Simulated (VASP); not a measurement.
# HW8C8 in VASP: further runs

The runs below take HW8C8 through single point, with PBE.

All numbers are computed with VASP 6.6.1; they aren't measurements. Logs are shortened: lines on timing, memory, paths and dates and some standing lists are left out, and cuts for length are marked.

### 1 The cell of the first run

The cell holds a slab with vacuum, 17 atoms: a = 5.796 Å, b = 5.658 Å, c = 17.183 Å, α = 90.00°, β = 90.00°, γ = 90.00°.

### 2 Single point, PBE

Contents of INCAR:

```
PREC = Accurate ; ENCUT = 520
EDIFF = 1E-7 ; ISMEAR = -1
SIGMA = 0.05 ; LREAL = Auto
LASPH = True ; NELM = 80
ALGO = Normal ; ISIF = 2
LWAVE = False ; LCHARG = True
GGA = PE ; LELF = True
LVHAR = True ; NBANDS = 86
```

Contents of KPOINTS:

```
Automatic mesh
0
Gamma
  2 2 1
```

Contents of POSCAR:

```
HW8C8
1.0
    5.7958000000      0.0000000000      0.0000000000
    0.0000000000      5.6578000000      0.0000000000
    0.0000000000      0.0000000000     17.1827580000
W C H
8 8 1
Direct
    0.0000000000      0.0000000000      0.0581978749
    0.2669174230     -0.0145109406      0.2085579044
    0.0000000000      0.5000000000      0.0581978749
    0.2698505815      0.4972073951      0.2005615164
    0.5000000000      0.0000000000      0.0581978749
    0.7755616136      0.0099331896      0.2060379364
    0.5000000000      0.5000000000      0.0581978749
    0.7162082888      0.4981971791      0.2014868626
   -0.0097139308      0.2530488883      0.1547597889
    0.3492356534      0.2375658383      0.2990614196
    0.0114738259      0.7415426491      0.1373760836
    0.0232927292      0.7206334618      0.2649982034
    0.4938231133      0.2432924458      0.1426255319
    0.5647192795      0.1842235498      0.2800598134
    0.4835743124      0.7670472622      0.1472289838
    0.8021843404      0.7083848846      0.2961573456
   -0.2533903861      0.6721517197      0.3521728002
```

Potentials or basis: VASP PAW PBE potentials, release 64 (W_sv, C, H).

Launch:

```bash
cat potpaw_PBE.64/W_sv/POTCAR potpaw_PBE.64/C/POTCAR potpaw_PBE.64/H/POTCAR > POTCAR
mpirun -np 1 vasp_std > vasp.out
```

OUTCAR:

```text
PREC = Accurate
   ENCUT = 520
   EDIFF = 1E-7
   ISMEAR = -1
   LREAL = Auto
   LASPH = True
   NELM = 80
   ISIF = 2
   GGA = PE

 ion  position               nearest neighbor table
   1  0.000  0.000  0.058-  11 2.00   9 2.19   3 2.83   3 2.83   6 2.85   5 2.90   5 2.90   2 3.01

   2  0.267  0.985  0.209-  15 2.05  10 2.16  13 2.27  12 2.28  11 2.36   9 2.39  14 2.40   4 2.77
                             6 2.85   4 2.90   5 2.92   6 2.95   1 3.01
   3  0.000  0.500  0.058-  11 1.93   9 2.17   1 2.83   1 2.83   7 2.90   7 2.90   4 2.90   8 2.96

   4  0.270  0.497  0.201-  15 2.17  13 2.18  12 2.21   9 2.27  10 2.29  11 2.31   8 2.59   2 2.77
                             7 2.79   2 2.90   3 2.90   8 3.21
   5  0.500  0.000  0.058-  13 2.00  15 2.02   7 2.83   7 2.83   1 2.90   1 2.90   2 2.92   6 3.00

   6  0.776  0.010  0.206-  14 2.02   9 2.05  16 2.31  11 2.36  13 2.37  12 2.40  15 2.40   8 2.78
                             2 2.85   1 2.85   8 2.92   2 2.95   5 3.00
   7  0.500  0.500  0.058-  13 2.05  15 2.15   8 2.76   4 2.79   5 2.83   5 2.83   3 2.90   3 2.90

   8  0.716  0.498  0.201-  16 2.08  13 2.18  15 2.24   9 2.26  14 2.40  12 2.44  11 2.46   4 2.59
                             7 2.76   6 2.78   6 2.92   3 2.96   4 3.21
   9  0.990  0.253  0.155-   6 2.05   3 2.17   1 2.19   8 2.26   4 2.27   2 2.39
  10  0.349  0.238  0.299-  14 1.33   2 2.16   4 2.29
  11  0.011  0.742  0.137-   3 1.93   1 2.00   4 2.31   6 2.36   2 2.36   8 2.46
  12  0.023  0.721  0.265-  16 1.39   4 2.21   2 2.28   6 2.40   8 2.44
  13  0.494  0.243  0.143-   5 2.00   7 2.05   4 2.18   8 2.18   2 2.27   6 2.37
  14  0.565  0.184  0.280-  10 1.33   6 2.02   8 2.40   2 2.40
  15  0.484  0.767  0.147-   5 2.02   2 2.05   7 2.15   4 2.17   8 2.24   6 2.40
  16  0.802  0.708  0.296-  17 1.04  12 1.39   8 2.08   6 2.31
  17  0.747  0.672  0.352-  16 1.04

  LATTYP: Found a simple orthorhombic cell.
 ALAT       =     5.6578000000
 B/A-ratio  =     1.0243911061
 C/A-ratio  =     3.0370034289

  Lattice vectors:

 A1 = (   0.0000000000,  -5.6578000000,   0.0000000000)
 A2 = (   5.7958000000,   0.0000000000,   0.0000000000)
 A3 = (   0.0000000000,   0.0000000000,  17.1827580000)

Analysis of symmetry for initial positions (statically):
=====================================================================
 Subroutine PRICEL returns:
 Original cell was already a primitive cell.

 Routine SETGRP: Setting up the symmetry group for a
 simple orthorhombic supercell.

 Subroutine GETGRP returns: Found  1 space group operations
[... 131 lines left out ...]
   NFREE  =      0    steps in history (QN), initial steepest desc. (CG)
   ISIF   =      2    stress and relaxation
   ISYM   =      2    0-nonsym 1-usesym 2-fastsym
   POTIM  = 0.5000    time-step for ionic-motion
   TEBEG  =    0.0;   TEEND  =   0.0 temperature during run
   PSTRESS=    0.0 pullay stress
   NELECT =     145.0000    total number of electrons
   NUPDOWN=      -1.0000    fix difference up-down
   EMIN   =  10.00;   EMAX   =-10.00  energy-range for DOS
   EFERMI =   0.00;   METHOD = LEGACY
   ISMEAR =    -1;   SIGMA  =   0.05  broadening in eV -4-tet -1-fermi 0-gaus
   EFERMI_NEDOS =   21; number of points for ismear=-14 and -15
   IALGO  =     38    algorithm
   IMIX   =      4    mixing-type and parameters
     AMIX     =   0.40;   BMIX     =  1.00
     AMIX_MAG =   1.60;   BMIX_MAG =  1.00
  volume/ion in A,a.u.               =      33.14       223.67
  Fermi-wavevector in a.u.,A,eV,Ry     =   1.041309  1.967788 14.753124  1.084324
  Thomas-Fermi vector in A             =   2.175924
   LORBIT       =      0    0 simple, 1 ext, 2 COOP (PROOUT), +10 PAW based schemes
   GGA     = PE    functional components
   LHFCALC =     F    Hartree Fock is set to
   AEXX    =    0.0000 exact exchange contribution
   IVDW    =     0    specifies the selected vdW correction
   LEPSILON=     F    determine dielectric tensor
   LRPA    =     F    only Hartree local field effects (RPA)
 non-spin polarized calculation
  energy-cutoff  :      520.00
  volume of cell :      563.45
 maximum number of plane-waves:     15166
 NGX is ok and might be reduce to    48
   NGX = 21   NGY = 21   NGZ = 63

 number of electron     144.9999994 magnetization

 Free energy of the ion-electron system (eV)
  ---------------------------------------------------
  ext. energy  EPLUGINS =         0.00000000
  ---------------------------------------------------
  free energy    TOTEN  =      -162.78647508 eV

  energy without entropy =     -162.70211744  energy(sigma->0) =     -162.74429626

 E-fermi :   0.2451     XC(G=0):  -5.4221

 val. band max:        0.2069083154   @ k =   0.5000   0.0000   0.0000
 cond. band min:       0.2835002431   @ k =   0.5000   0.5000   0.0000
 fundamental gap:      0.0765919277
 Fermi energy:         0.2450967048

 k-point     1 :       0.0000    0.0000    0.0000
  band No.  band energies     occupation
      1     -74.4066      2.00000
      2     -74.3086      2.00000
      3     -74.2727      2.00000
      4     -74.1656      2.00000
      5     -73.9688      2.00000
      6     -73.9416      2.00000
[... 337 lines left out ...]
     83       1.3837      0.00000
     84       1.7285      0.00000
 [bands above 84 left out]

------------------------ aborting loop because EDIFF is reached ----------------------------------------

  FORCE on cell =-STRESS in cart. coord.  units (eV):
  Direction    XX          YY          ZZ          XY          YZ          ZX
  --------------------------------------------------------------------------------------
  -------------------------------------------------------------------------------------
  Total       -6.8566463      0.2570185      1.6282845     -0.8986694      3.2369109     -5.7750566
  in kB      -19.4970308      0.7308380      4.6300643     -2.5553871      9.2042301    -16.4215055
  external PRESSURE =      -4.7120428 kB  Pullay stress =       0.0000000 kB

 VOLUME and BASIS-vectors are now :
 -----------------------------------------------------------------------------
  energy-cutoff  :      520.00
  volume of cell :      563.45
      direct lattice vectors                 reciprocal lattice vectors
     5.795800000  0.000000000  0.000000000     0.172538735  0.000000000  0.000000000
     0.000000000  5.657800000  0.000000000     0.000000000  0.176747146  0.000000000
     0.000000000  0.000000000 17.182758000     0.000000000  0.000000000  0.058197875

 POSITION                                       TOTAL-FORCE (eV/Angst)
 -----------------------------------------------------------------------------------
      0.00000      0.00000      1.00000         0.533550      0.819948      0.407564
      1.54700      5.57570      3.58360        -1.186984      1.356772     -0.723997
      0.00000      2.82890      1.00000        -0.456057     -1.448083     -0.007642
      1.56400      2.81310      3.44620        -2.960146      0.412206      0.227099
      2.89790      0.00000      1.00000         0.448478      0.487178     -0.551382
      4.49500      0.05620      3.54030        -1.437761     -2.207444     -0.407183
[... 9 lines left out ...]
      4.64930      4.00790      5.08880         0.687705      1.134656     -1.741343
      4.32720      3.80290      6.05130        -0.718717      0.191244      2.081969
 -----------------------------------------------------------------------------------
    total drift:                                0.004650      0.002772     -0.002472

  FREE ENERGIE OF THE ION-ELECTRON SYSTEM (eV)
  ---------------------------------------------------
  free  energy   TOTEN  =      -162.7864750783 eV

  energy  without entropy=     -162.7021174354  energy(sigma->0) =     -162.74429626
```

OSZICAR:

```text
N       E                     dE             d eps       ncg     rms          rms(c)
DAV:   1     0.163412507560E+04    0.16341E+04   -0.84094E+04   824   0.154E+03
DAV:   2    -0.772579420004E+02   -0.17114E+04   -0.16774E+04   800   0.454E+02
DAV:   3    -0.183369078656E+03   -0.10611E+03   -0.10293E+03   840   0.109E+02
[... 24 lines left out ...]
DAV:  28    -0.162786471669E+03   -0.83534E-05   -0.27905E-07   538   0.140E-03    0.462E-04
DAV:  29    -0.162786474245E+03   -0.25765E-05   -0.10946E-07   480   0.871E-04    0.212E-04
DAV:  30    -0.162786474889E+03   -0.64418E-06   -0.28261E-08   444   0.463E-04    0.970E-05
DAV:  31    -0.162786475039E+03   -0.14974E-06   -0.67736E-09   426   0.277E-04    0.579E-05
DAV:  32    -0.162786475078E+03   -0.39163E-07    0.14688E-10   398   0.177E-04
   1 F= -.16278648E+03 E0= -.16274430E+03  d E =-.843576E-01
```

stdout:

```text
POSCAR found type information on POSCAR W C H
 POSCAR found :  3 types and      17 ions
 scaLAPACK will be used
 LDA part: xc-table for (Slater+PW92), standard interpolation
 POSCAR, INCAR and KPOINTS ok, starting setup
 FFT: planning ... GRIDC
 FFT: planning ... GRID_SOFT
 FFT: planning ... GRID
 WAVECAR not read
 entering main loop
```

It took 12 min on 1 thread of AMD EPYC 7R13, shared host; peak memory 0.58 GiB.

What came out:

| Quantity | Value |
| --- | --- |
| Free energy | -162.7865 eV |
| Largest force | 4.152 eV/Å |
| Band gap on the k mesh | zero (an odd number of electrons rules out a gap without spin polarisation) |

Forces on the atoms (eV/Å):
```
W    0.534  0.820  0.408
W   -1.187  1.357 -0.724
W   -0.456 -1.448 -0.008
W   -2.960  0.412  0.227
W    0.448  0.487 -0.551
W   -1.438 -2.207 -0.407
W   -0.050  0.350 -0.458
W    3.987 -0.716 -0.911
C    0.989  0.280 -0.647
C   -0.552  0.717 -0.389
C   -0.431  0.482  1.946
C    0.308  0.136 -0.071
C    0.062  0.223  0.218
C   -0.860 -0.455  0.602
C    1.638 -1.763  0.424
C    0.688  1.135 -1.741
H   -0.719  0.191  2.082
```

Caveat: the k points lie up to 0.56 Å⁻¹ apart, too coarse for converged energies and pressures of a metal; the atoms stand as in a frame of molecular dynamics; spin-orbit coupling is left out, which moves the levels of the heavy elements.

[end of part 1 of 2]
